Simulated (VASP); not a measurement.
# AlNi (Cmmm) in VASP: a series of runs, part 2 of 2

VASP 6.6.1.

## Step 3: Single point, PBEsol

This run uses another cell than the first one, of the same volume but with other edges.

INCAR reads:

```
SYSTEM = AlNi
PREC     = Accurate       ! precision mode
ENCUT    = 520            ! plane-wave cutoff, eV
EDIFF    = 1E-7           ! SCF threshold, eV
ISMEAR   = 0              ! smearing method
SIGMA    = 0.15           ! smearing width, eV
LREAL    = .False.        ! projectors in reciprocal space
LASPH    = .True.         ! aspherical terms in the spheres
NELM     = 80             ! most SCF steps
ALGO     = Fast           ! electronic algorithm
ISIF     = 2              ! what is computed and relaxed
LWAVE    = .False.        ! write WAVECAR
LCHARG   = .False.        ! write CHGCAR
GGA      = PS             ! functional
NBANDS   = 14             ! bands
```

KPOINTS reads:

```
regular mesh
0
Gamma
  20 20 18
  0 0 0
```

POSCAR reads:

```
AlNi
1.0
    1.9933336141     -2.0082383196      0.0000000000
    1.9933336141      2.0082383196      0.0000000000
    0.0000000000      0.0000000000      2.9318408367
Al Ni
1 1
Direct
    0.0000000000      0.0000000000      0.0000000000
    0.5000000000      0.5000000000      0.5000000000
```

Potentials or basis: VASP PAW PBE potentials, release 64 (Al, Ni).

On the command line:

```sh
cat potpaw_PBE.64/Al/POTCAR potpaw_PBE.64/Ni/POTCAR > POTCAR
mpirun -np 1 vasp_std > vasp.out
```

OUTCAR:

```text
SYSTEM = AlNi
   PREC = Accurate
   ENCUT = 520
   EDIFF = 1E-7
   ISMEAR = 0
   LREAL = .False.
   LASPH = .True.
   NELM = 80
   ISIF = 2
   GGA = PS

 ion  position               nearest neighbor table
   1  0.000  0.000  0.000-   2 2.47   2 2.47   2 2.47   2 2.47   2 2.49   2 2.49   2 2.49   2 2.49

   2  0.500  0.500  0.500-   1 2.47   1 2.47   1 2.47   1 2.47   1 2.49   1 2.49   1 2.49   1 2.49

  LATTYP: Found a base centered orthorhombic cell.
 ALAT       =     3.9866672282
 B/A-ratio  =     1.0074772760
 C/A-ratio  =     0.7354114775

  Lattice vectors:

 A1 = (   1.9933336141,  -2.0082383196,   0.0000000000)
 A2 = (   1.9933336141,   2.0082383196,   0.0000000000)
 A3 = (   0.0000000000,   0.0000000000,   2.9318408367)

Analysis of symmetry for initial positions (statically):
=====================================================================
 Subroutine PRICEL returns:
 Original cell was already a primitive cell.

 Routine SETGRP: Setting up the symmetry group for a
 base centered orthorhombic supercell.

 Subroutine GETGRP returns: Found  8 space group operations
 (whereof  8 operations were pure point group operations)
 out of a pool of  8 trial point group operations.

The static configuration has the point symmetry D_2h.

Analysis of symmetry for dynamics (positions and initial velocities):
=====================================================================
 Subroutine PRICEL returns:
 Original cell was already a primitive cell.

 Routine SETGRP: Setting up the symmetry group for a
 base centered orthorhombic supercell.

 Subroutine GETGRP returns: Found  8 space group operations
 (whereof  8 operations were pure point group operations)
 out of a pool of  8 trial point group operations.

The dynamic configuration has the point symmetry D_2h.

 Subroutine INISYM returns: Found  8 space group operations
 (whereof  8 operations are pure point group operations),
 and found     1 'primitive' translations

----------------------------------------------------------------------------------------

                                     Primitive cell

  volume of cell :      23.4728

  direct lattice vectors                    reciprocal lattice vectors
     1.993333614 -2.008238320  0.000000000     0.250836085 -0.248974435  0.000000000
     1.993333614  2.008238320  0.000000000     0.250836085  0.248974435  0.000000000
     0.000000000  0.000000000  2.931840837     0.000000000  0.000000000  0.341082636

  length of vectors
     2.829558277  2.829558277  2.931840837     0.353421859  0.353421859  0.341082636

  position of ions in fractional coordinates (direct lattice)
     0.000000000  0.000000000  0.000000000
     0.500000000  0.500000000  0.500000000

  ion indices of the primitive-cell ions
   primitive index   ion index
                 1           1
                 2           2

----------------------------------------------------------------------------------------

 KPOINTS: regular mesh

Automatic generation of k-mesh.
 Grid dimensions read from file:
 generate k-points for:   20   20   18

 Generating k-lattice:

  Cartesian coordinates                     Fractional coordinates (reciprocal lattice)
     0.012541804 -0.012448722  0.000000000     0.050000000  0.000000000  0.000000000
[... 42 lines left out ...]
   number of dos      NEDOS =    301   number of ions     NIONS =      2
   total plane-waves  NPLWV =  13824
   dimension x,y,z NGX =    24 NGY =   24 NGZ =   24
   dimension x,y,z NGXF=    48 NGYF=   48 NGZF=   48
   ions per type =               1   1
   NGX,Y,Z   is equivalent  to a cutoff of  14.10, 14.10, 13.61 a.u.
   NGXF,Y,Z  is equivalent  to a cutoff of  28.20, 28.20, 27.22 a.u.
 SYSTEM =  AlNi
   PREC   = accura    normal or accurate (medium, high low for compatibility)
   ISTART =      0    job   : 0-new  1-cont  2-samecut
   ICHARG =      2    charge: 1-file 2-atom 10-const
   ISPIN  =      1    spin polarized calculation?
   LNONCOLLINEAR =      F non collinear calculations
   LSORBIT =      F    spin-orbit coupling
   LASPH  =      T    aspherical Exc in radial PAW
   ENCUT  =  520.0 eV  38.22 Ry    6.18 a.u.   5.26  5.26  5.45*2*pi/ulx,y,z
   NELM   =     80;   NELMIN=  2; NELMDL= -5     # of ELM steps
   EDIFF  = 0.1E-06   stopping-criterion for ELM
   LREAL  =      F    real-space projection
   EDIFFG = 0.1E-05   stopping-criterion for IOM
   NSW    =      0    number of steps for IOM
   IBRION =     -1    ionic relax: 0-MD 1-quasi-New 2-CG
   NFREE  =      0    steps in history (QN), initial steepest desc. (CG)
   ISIF   =      2    stress and relaxation
   ISYM   =      2    0-nonsym 1-usesym 2-fastsym
   POTIM  = 0.5000    time-step for ionic-motion
   TEBEG  =    0.0;   TEEND  =   0.0 temperature during run
   PSTRESS=    0.0 pullay stress
   NELECT =      13.0000    total number of electrons
   NUPDOWN=      -1.0000    fix difference up-down
   EMIN   =  10.00;   EMAX   =-10.00  energy-range for DOS
   EFERMI =   0.00;   METHOD = LEGACY
   ISMEAR =     0;   SIGMA  =   0.15  broadening in eV -4-tet -1-fermi 0-gaus
   EFERMI_NEDOS =   21; number of points for ismear=-14 and -15
   IALGO  =     68    algorithm
   IMIX   =      4    mixing-type and parameters
     AMIX     =   0.40;   BMIX     =  1.00
     AMIX_MAG =   1.60;   BMIX_MAG =  1.00
  volume/ion in A,a.u.               =      11.74        79.20
  Fermi-wavevector in a.u.,A,eV,Ry     =   1.344417  2.540580 24.591955  1.807458
  Thomas-Fermi vector in A             =   2.472413
   LORBIT       =      0    0 simple, 1 ext, 2 COOP (PROOUT), +10 PAW based schemes
   GGA     = PS    functional components
   LHFCALC =     F    Hartree Fock is set to
   AEXX    =    0.0000 exact exchange contribution
   IVDW    =     0    specifies the selected vdW correction
   LEPSILON=     F    determine dielectric tensor
   LRPA    =     F    only Hartree local field effects (RPA)
 non-spin polarized calculation
 RMM-DIIS sequential band-by-band and
 Gauss-broadening in eV      SIGMA  =   0.15
  energy-cutoff  :      520.00
  volume of cell :       23.47
 maximum number of plane-waves:       649
 NGX is ok and might be reduce to    24

 number of electron      12.9999999 magnetization

 Free energy of the ion-electron system (eV)
  ---------------------------------------------------
  ext. energy  EPLUGINS =         0.00000000
  ---------------------------------------------------
  free energy    TOTEN  =       -11.58568158 eV

  energy without entropy =      -11.57620773  energy(sigma->0) =      -11.58094465

 E-fermi :  10.1434     XC(G=0): -12.2565

 val. band max:       10.1416224575   @ k =   0.5000   0.3500   0.3889
 cond. band min:      10.1436118311   @ k =   0.3500   0.1000   0.1111
 fundamental gap:      0.0019893736
 Fermi energy:        10.1433567775

 k-point     1 :       0.0000    0.0000    0.0000
  band No.  band energies     occupation
      1      -1.1249      2.00000
      2       6.7968      2.00000
      3       6.8301      2.00000
      4       8.5223      2.00000
      5       8.5421      2.00000
      6       8.6308      2.00000
      7      14.8822      0.00000
      8      16.1294      0.00000
      9      16.1776      0.00000
     10      18.1483      0.00000
     11      18.4927      0.00000
     12      24.2660      0.00000
     13      31.0004      0.00000
     14      31.0103      0.00000
[... 377 lines left out ...]
      1       1.1826      2.00000
      2       5.6122      2.00000
      3       7.2194      2.00000
      4       7.8551      2.00000
      5       8.0257      2.00000
      6       8.5917      2.00000
      7      10.0119      1.78482
      8      17.6708      0.00000
      9      17.7327      0.00000
     10      19.1161      0.00000
     11      23.1412      0.00000
     12      23.2277      0.00000
     13      23.6667      0.00000
     14      26.6048      0.00000

 [... further k-points ...]

------------------------ aborting loop because EDIFF is reached ----------------------------------------

  FORCE on cell =-STRESS in cart. coord.  units (eV):
  Direction    XX          YY          ZZ          XY          YZ          ZX
  --------------------------------------------------------------------------------------
  -------------------------------------------------------------------------------------
  Total        0.2533590     -0.0181943     -0.2493757     -0.0000000      0.0000000      0.0000000
  in kB       17.2934334     -1.2418813    -17.0215480     -0.0000000      0.0000000      0.0000000
  external PRESSURE =      -0.3233320 kB  Pullay stress =       0.0000000 kB

 VOLUME and BASIS-vectors are now :
 -----------------------------------------------------------------------------
  energy-cutoff  :      520.00
  volume of cell :       23.47
      direct lattice vectors                 reciprocal lattice vectors
     1.993333614 -2.008238320  0.000000000     0.250836085 -0.248974435  0.000000000
     1.993333614  2.008238320  0.000000000     0.250836085  0.248974435  0.000000000
     0.000000000  0.000000000  2.931840837     0.000000000  0.000000000  0.341082636

 POSITION                                       TOTAL-FORCE (eV/Angst)
 -----------------------------------------------------------------------------------
      0.00000      0.00000      0.00000         0.000000      0.000000      0.000000
      1.99333      0.00000      1.46592        -0.000000     -0.000000      0.000000
 -----------------------------------------------------------------------------------
    total drift:                                0.000000     -0.000000     -0.000000

  FREE ENERGIE OF THE ION-ELECTRON SYSTEM (eV)
  ---------------------------------------------------
  free  energy   TOTEN  =       -11.5856815802 eV

  energy  without entropy=      -11.5762077278  energy(sigma->0) =      -11.58094465
```

Wall time 2.1 min (1 thread of Intel Xeon 6975P-C (Granite Rapids), shared host); peak memory 0.46 GiB.

Results:

```
Free energy            : -11.5857 eV
Pressure               : 0.0 GPa
Band gap on the k mesh : zero (an odd number of electrons rules out a gap without spin polarisation)
```

Levels at points of the mesh, in eV from the Fermi level:
```tsv
k point	band 3	band 4	band 5	band 6	band 7	band 8	band 9	band 10	band 11	band 12
(0.00, 0.00, 0.00)	-3.31	-1.62	-1.60	-1.51	4.74	5.99	6.03	8.00	8.35	14.12
(0.50, 0.00, 0.00)	-2.82	-2.44	-2.23	-1.51	-0.57	8.28	9.35	10.53	10.54	11.56
(0.50, 0.50, 0.00)	-2.82	-2.71	-2.24	-2.23	-0.98	1.71	2.81	11.93	14.74	14.80
(0.00, 0.00, 0.50)	-2.88	-2.25	-2.22	-1.44	-0.84	8.33	10.38	10.42	11.20	11.20
(0.50, 0.00, 0.50)	-3.09	-2.92	-2.09	-2.06	-1.07	1.40	2.48	12.80	15.35	15.72
(0.50, 0.50, 0.50)	-4.17	-1.06	-0.96	1.92	1.94	2.05	3.90	4.38	4.47	4.81
```

Caveat: the PAW data sets were made with another functional, which shifts forces and pressure a little.

## Step 4: Single point, PBEsol

This run uses another cell than the first one, of the same volume but with other edges.

INCAR reads:

```
PREC = Accurate
ENCUT = 520
EDIFF = 1E-6
ISMEAR = 0
SIGMA = 0.15
LREAL = F
LASPH = T
NELM = 100
ALGO = Fast
ISIF = 2
LWAVE = F
LCHARG = F
GGA = PS
NBANDS = 14
```

KPOINTS reads:

```
regular mesh
0
Gamma
  20 20 18
```

POSCAR reads:

```
AlNi
1.0
    1.9652547526     -1.9799495047      0.0000000000
    1.9652547526      1.9799495047      0.0000000000
    0.0000000000      0.0000000000      3.0162175332
Al Ni
1 1
Direct
    0.0000000000      0.0000000000      0.0000000000
    0.5000000000      0.5000000000      0.5000000000
```

On the command line:

```sh
cat potpaw_PBE.64/Al/POTCAR potpaw_PBE.64/Ni/POTCAR > POTCAR
mpirun -np 1 vasp_std > vasp.out
```

Wall time 1.9 min (1 thread of Intel Xeon 6975P-C (Granite Rapids), shared host); peak memory 0.45 GiB.

The run converged. Its results:

| Item | Value |
| --- | --- |
| Free energy | -11.5705 eV |
| Pressure | 0.3 GPa |
| Band gap on the k mesh | zero (an odd number of electrons rules out a gap without spin polarisation) |

Stress tensor (GPa, compression positive):
```
 2.75  0.00  0.00
 0.00  1.02  0.00
 0.00  0.00 -2.79
```

Levels at points of the mesh, in eV from the Fermi level:
```tsv
k point	band 3	band 4	band 5	band 6	band 7	band 8	band 9	band 10	band 11	band 12
(0.00, 0.00, 0.00)	-3.30	-1.65	-1.63	-1.43	3.79	6.52	6.57	7.64	8.52	14.33
(0.50, 0.00, 0.00)	-2.81	-2.60	-2.15	-1.52	-0.46	8.15	8.52	9.92	11.09	12.15
(0.50, 0.50, 0.00)	-2.62	-2.51	-2.35	-2.34	-0.92	1.98	3.06	11.32	14.12	14.20
(0.00, 0.00, 0.50)	-2.93	-2.17	-2.15	-1.37	-1.05	8.37	10.78	10.82	11.35	11.36
(0.50, 0.00, 0.50)	-3.27	-2.89	-2.05	-1.98	-1.14	1.32	2.34	13.20	15.46	16.08
(0.50, 0.50, 0.50)	-4.16	-1.12	-0.90	1.87	2.00	2.11	3.93	4.23	4.32	5.11
```

Caveat: the stress differs along the axes, from -3 to 3 GPa; the PAW data sets were made with another functional, which shifts forces and pressure a little. Spin polarisation is off, so any magnetic state and its effect on volume and gap are missing.

## Step 5: Overview

| cell | further INCAR settings | gap on the mesh (eV) | pressure (GPa) |
| --- | --- | --- | --- |
| a = 2.905, b = 2.905, c = 2.781 Å, angles 90.0, 90.0, 90.4°, 2 atoms | ALGO = Fast; EDIFF = 1e-06; NBANDS = 14 | none | 0.3 |
| a = 2.830, b = 2.830, c = 2.932 Å, angles 90.0, 90.0, 90.4°, 2 atoms | ALGO = Fast; EDIFF = 1e-07; NBANDS = 14 | none | 0.0 |
| a = 2.790, b = 2.790, c = 3.016 Å, angles 90.0, 90.0, 90.4°, 2 atoms | ALGO = Fast; EDIFF = 1e-06; NBANDS = 14 | none | 0.3 |

Alike in all rows: task single point; level PBEsol; potentials or basis VASP PAW PBE potentials, release 64 (Al, Ni); no spin polarisation; k mesh 20 × 20 × 18; cutoff (eV) 520; smearing gaussian 0.15 eV.

Caveats: the PAW data sets were made with another functional, which shifts forces and pressure a little; the stress differs along the axes, from -2 to 3 GPa (at least some runs); the stress differs along the axes, from -3 to 3 GPa (at least some runs).

Total energies depend on the potentials used, so only differences within one code and one set of settings carry meaning.
